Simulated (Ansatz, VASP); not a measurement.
One calculation of TiTe2, two programs

```
CELL_PARAMETERS angstrom
3.80133 0.00000 0.00000
-1.90066 3.29205 0.00000
0.00000 0.00000 6.86715
ATOMIC_POSITIONS crystal
Ti 0.00000 0.00000 0.00000
Te 0.66667 0.33333 0.24743
Te 0.33333 0.66667 0.75257
```

Alike in both runs: functional r2SCAN; k mesh 15 × 15 × 8; occupations fermi-dirac, width 0.15 eV; no spin polarisation.

Ansatz relaxed the structure, and its values are those at the end. VASP's run is a single point on that final structure, the one shown.

|  | VASP | Ansatz |
| --- | --- | --- |
| version | VASP 6.6.1 | Ansatz 0.2.0 |
| potentials or method | VASP PAW PBE potentials, release 64 (Ti_sv, Te), cutoff 520 eV | scalar-relativistic, plane waves, PAW |
| valence electrons in the cell | 24 | 44 |

```csv
,VASP,Ansatz,Ansatz less VASP
gap on the k mesh at the Fermi level (eV),none,none,-
pressure (GPa),0.1,0.0,-0.10
rms of the force components (eV/Å),0.009,0.000,-0.0086
```

VASP's potentials were made for PBE, not for r2SCAN. A gap of «none» marks a metal or a gap that the smearing closes. VASP's potentials hold 24 valence electrons a cell and Ansatz's 44, so a difference there can come from the potentials and not from the codes.

Spin-orbit coupling is off throughout.
